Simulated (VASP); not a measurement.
# Al: single point with r2SCAN

The system is Al.

```
CELL_PARAMETERS angstrom
2.78855 0.00000 0.00000
-1.39428 2.41496 0.00000
0.00000 0.00000 4.71579
ATOMIC_POSITIONS crystal
Al 0.33333 0.66667 0.25000
Al 0.66667 0.33333 0.75000
```

This isn't the form of Al at room conditions, which is fcc.

```
Program                : VASP 6.6.1
Task                   : single point
Functional             : r2SCAN
Potentials or basis    : VASP PAW PBE potentials, release 64 (Al)
Cutoff                 : 550 eV
k mesh                 : 8 × 8 × 5
Occupations            : fermi-dirac, width 0.05 eV
Spin                   : no spin polarisation
Dipole correction      : no
Further INCAR settings : ALGO = Normal; EDIFF = 1e-06; NBANDS = 10
```

```
Pressure               : -0.3 GPa
Band gap on the k mesh : zero (bands 3 and 4 overlap by 5.27 eV)
```

Levels at points of the mesh, in eV from the Fermi level:
```
           k point  band 1  band 2  band 3  band 4  band 5  band 6  band 7  band 8
(0.00, 0.00, 0.00)  -12.18   -5.42   -5.10   12.22   12.22   12.28   12.28   12.38
(0.50, 0.00, 0.00)   -5.65   -5.59    0.54    0.96    1.28    1.78    6.60    8.52
```

Wall time 46 s on 1 thread of Intel Xeon 8259CL (shared host), peak memory 0.15 GiB.

Caveat: the PAW data sets were made with another functional, which shifts forces and pressure a little.
